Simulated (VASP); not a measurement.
Crystal: Na3Rh.

```
Na Rh
1.0
     4.18461    0.00000    0.00000
     0.00000    4.18461    0.00000
     0.00000    0.00000    4.18461
Na Rh
3 1
Direct
  0.00000 0.50000 0.50000
  0.50000 0.00000 0.50000
  0.50000 0.50000 0.00000
  0.00000 0.00000 0.00000
```

| Quantity | Value |
| --- | --- |
| Program | VASP 6.6.1 |
| Task | relaxation of cell and atoms |
| Functional | PBE |
| Potentials or basis | VASP PAW PBE potentials, release 64 (Na_pv, Rh_pv) |
| Cutoff | 600 eV |
| k mesh | 4 × 4 × 4 |
| Occupations | gaussian, width 0.1 eV |
| Spin | no spin polarisation |

At the start: pressure 7.8 GPa; volume 18.32 Å³/atom.

Question: How do energy, volume and symmetry change on relaxing?

Answer: Over 4 steps the energy falls by 87.3 meV/atom and the volume is 22.79 Å³/atom (+24.4 %); space group Pm-3m (No. 221, to 0.05 Å).

The path:
```
step  energy change (eV)  largest force (eV/Å)  pressure (GPa)  volume (Å³)
   1              0.0000                0.0000            7.76        73.28
   2             -0.2961                0.0000            2.41        83.09
   3             -0.3347                0.0000           -1.00        95.19
   4             -0.3494                0.0000           -0.12        91.18
```

Final structure:
```yaml
crystal:
  lattice:
    - [4.50084, 0.00000, 0.00000]
    - [0.00000, 4.50084, 0.00000]
    - [0.00000, 0.00000, 4.50084]
  atoms:
    - { symbol: Na, position: [0.00000, 0.50000, 0.50000] }
    - { symbol: Na, position: [0.50000, 0.00000, 0.50000] }
    - { symbol: Na, position: [0.50000, 0.50000, 0.00000] }
    - { symbol: Rh, position: [0.00000, 0.00000, 0.00000] }
```

Caveat: the k points lie up to 0.35 Å⁻¹ apart in the final cell; the volume moved by over 15 % at a fixed basis, so the end points are rough.
